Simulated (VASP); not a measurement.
A run of VASP 6.6.1 is set up as follows.

File INCAR:

```
PREC     = Accurate       # precision mode
ENCUT    = 520            # plane-wave cutoff, eV
EDIFF    = 1E-6           # SCF threshold, eV
ISMEAR   = 0              # smearing method
SIGMA    = 0.02           # smearing width, eV
LREAL    = False          # projectors in reciprocal space
LASPH    = True           # aspherical terms in the spheres
NELM     = 80             # most SCF steps
ALGO     = Normal         # electronic algorithm
ISIF     = 2              # what is computed and relaxed
LWAVE    = False          # write WAVECAR
LCHARG   = False          # write CHGCAR
LDIPOL   = True         
IDIPOL   = 3            
DIPOL    = 0.5 0.5 0.500
GGA      = PE             # functional
IVDW     = 12             # dispersion correction
NBANDS   = 12             # bands
```

Contents of KPOINTS:

```
Automatic mesh
0
Gamma
  9 9 1
```

File POSCAR:

```
P
1.0
    3.3240000000      0.0000000000      0.0000000000
   -1.6620000000      2.8786684422      0.0000000000
    0.0000000000      0.0000000000     28.0000000000
P
2
Direct
    0.3333333333      0.6666666667      0.5238214286
    0.6666666667      0.3333333333      0.4761785714
```

Potentials or basis: VASP PAW PBE potentials, release 64 (P).

Command:

```bash
$ cat potpaw_PBE.64/P/POTCAR > POTCAR
$ mpirun -np 1 vasp_std > vasp.out
```

Task: What does it give for the band gap on the k mesh?

Result: 1.69 eV, indirect (least direct gap 2.43 eV).

Task: What does it give for the dispersion energy per atom?

Result: -0.203 eV.

Task: Estimate the largest force.

Result: 1.617 eV/Å.

Forces on the atoms (eV/Å):
```
P    0.000  0.000 -1.617
P    0.000  0.000  1.617
```
